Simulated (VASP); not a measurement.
Wanted: the native input for a VASP 6.6.1 run.

```yaml
Task: single point
Functional: PBE
Potentials_or_basis: VASP PAW PBE potentials, release 64 (Sn_d, Ge_d)
Cutoff: 520 eV
k_mesh: 6 × 6 × 6
Occupations: gaussian, width 0.1 eV
Spin: no spin polarisation
Dipole_correction: no
Further_INCAR_settings: ALGO = Fast; EDIFF = 1e-06; NBANDS = 51
```

The structure of Sn2Ge lies in POSCAR:

```
Sn2Ge
1.0
   -2.2520546588      2.2520546588      9.5488630760
    2.2520546588     -2.2520546588      9.5488630760
    2.2520546588      2.2520546588     -9.5488630760
Sn Ge
4 2
Direct
    0.6704868306      0.6704868306      0.0000000000
    0.3295131694      0.3295131694      0.0000000000
    0.0795131694      0.5795131694      0.5000000000
    0.4204868306      0.9204868306      0.5000000000
    0.0000000000      0.0000000000      0.0000000000
    0.7500000000      0.2500000000      0.5000000000
```

These files were run (other wordings do the same):

INCAR

```
SYSTEM = Sn2Ge
  PREC = Accurate
  ENCUT = 520
  EDIFF = 1E-6
  ISMEAR = 0
  SIGMA = 0.1
  LREAL = .False.
  LASPH = .True.
  NELM = 80
  ALGO = Fast
  ISIF = 2
  LWAVE = .False.
  LCHARG = .False.
  GGA = PE
  NBANDS = 51
```

KPOINTS

```
regular mesh
0
Gamma
  6 6 6
  0 0 0
```

Potentials or basis: VASP PAW PBE potentials, release 64 (Sn_d, Ge_d).

The run is started by

```bash
$ cat potpaw_PBE.64/Sn_d/POTCAR potpaw_PBE.64/Ge_d/POTCAR > POTCAR
$ mpirun -np 1 vasp_std > vasp.out
```

Results of the run:

The pressure is 0.0 GPa and the largest force is 0.003 eV/Å. The band gap on the k mesh is zero (bands 42 and 43 overlap by 0.38 eV).

Caveat: semilocal functionals underestimate gaps, and a narrow one can read as zero; spin-orbit coupling is left out, which moves the levels of the heavy elements.

Run time: 49 min on 1 thread of AMD EPYC 7R13 (shared host), peak memory 1.1 GiB.
